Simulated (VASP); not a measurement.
# ZnS: single point with HSE06

ZnS:

```
Zn S
1.0
     0.00000    2.82610    2.82610
     2.82610    0.00000    2.82610
     2.82610    2.82610    0.00000
Zn S
1 1
Direct
  0.00000 0.00000 0.00000
  0.25000 0.25000 0.25000
```

This cell differs from its parent crystal: strain +4.9%.

- Program: VASP 6.6.1
- Task: single point
- Functional: HSE06
- Potentials or basis: VASP PAW PBE potentials, release 64 (Zn, S)
- Cutoff: 520 eV
- k mesh: 6 × 6 × 6
- Occupations: gaussian, width 0.01 eV
- Spin: no spin polarisation
- Dipole correction: no
- Grid for exact exchange (PRECFOCK): Normal
- Further INCAR settings: ALGO = Normal; EDIFF = 1e-07; NBANDS = 16
- Share of exact exchange: 0.25
- Screening parameter: 0.2079 1/Å

```json
{"Pressure": "-7.1 GPa", "Band gap on the k mesh": "2.69 eV"}
```

Levels at points of the mesh, in eV from the valence-band top:
| k point | band 7 | band 8 | band 9 | band 10 | band 11 | band 12 |
| --- | --- | --- | --- | --- | --- | --- |
| (0.00, 0.00, 0.00) | 0.00 | 0.00 | 0.00 | 2.69 | 7.69 | 7.69 |
| (0.50, 0.00, 0.00) | -4.72 | -0.73 | -0.73 | 4.21 | 8.17 | 8.17 |
| (0.50, 0.50, 0.00) | -4.36 | -1.88 | -1.88 | 4.62 | 5.18 | 11.54 |

Wall time 55 min on 1 thread of AMD EPYC 7R13 Processor (Zen 3), with other jobs on the host, peak memory 0.26 GiB.

Caveat: the cell differs from its parent crystal (strain +4.9%); the cell stands under tension; the PAW data sets were made with another functional, which shifts forces and pressure a little.
